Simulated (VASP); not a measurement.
Cu3Pt, 4 atoms in the cell. The structure is cubic, space group Pm-3m (No. 221). The conventional cell has a = 3.710 Å, b = 3.710 Å, c = 3.710 Å, α = 90.00°, β = 90.00°, γ = 90.00°. Cu (site symmetry 4/mmm) has 8 Cu at 2.62 Å and 4 Pt at 2.62 Å within 3.5 Å. Pt (site symmetry m-3m) has 12 Cu at 2.62 Å within 3.5 Å. 

```yaml
Program: VASP 6.6.1
Task: electric field gradients
Functional: LDA
Potentials_or_basis: VASP PAW LDA potentials, release 64 (Cu, Pt)
Cutoff: 520 eV
k_mesh: 9 × 9 × 9
Occupations: fermi-dirac, width 0.05 eV
Spin: no spin polarisation
Dipole_correction: no
Further_INCAR_settings: ALGO = Normal; EDIFF = 1e-08; NBANDS = 30
```

Potentials or basis: VASP PAW LDA potentials, release 64 (Cu, Pt).

Command:

```bash
$ cat potpaw_LDA.64/Cu/POTCAR potpaw_LDA.64/Pt/POTCAR > POTCAR
$ mpirun -np 1 vasp_std > vasp.out
```

Hardware: 1 thread of Intel Xeon 8259CL, with other jobs on the host.

Question: Estimate the wall time of this run.

Answer: Run time: 67 s on 1 thread of Intel Xeon 8259CL (shared host), peak memory 0.18 GiB. Counts: scf iterations 16, k points 35.
